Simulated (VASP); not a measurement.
Crystal: CoSi2.

```
CELL_PARAMETERS angstrom
0.00000 2.72541 2.72541
2.72541 0.00000 2.72541
2.72541 2.72541 0.00000
ATOMIC_POSITIONS crystal
Co 0.00000 0.00000 0.00000
Si 0.25000 0.25000 0.25000
Si 0.75000 0.75000 0.75000
```

Base run:

* Program: VASP 6.6.1
* Functional: PBEsol
* Potentials or basis: VASP PAW PBE potentials, release 64 (Co, Si)
* Cutoff: 520 eV
* k mesh: 14 × 14 × 14
* Occupations: gaussian, width 0.15 eV
* Spin: collinear spin, ferromagnetic start
* Starting moments: [0.55, 0.0, 0.0] μB
* Fixed moment: 0.55 μB

Its results: pressure -11.4 GPa; site moments Co +0.34; Si +0.04 μB.

Q: The run is repeated on the same cell with these changes: fixed moment from 0.55 μB to 1.1 μB; moments at the start from [0.55, 0.0, 0.0] to [1.1, 0.0, 0.0]. What comes out?

A: Pressure -7.6 GPa; site moments Co +0.70; Si +0.08 μB.

Caveats: the PAW data sets were made with another functional, which shifts forces and pressure a little; the total moment is fixed, so each spin has its own Fermi level.
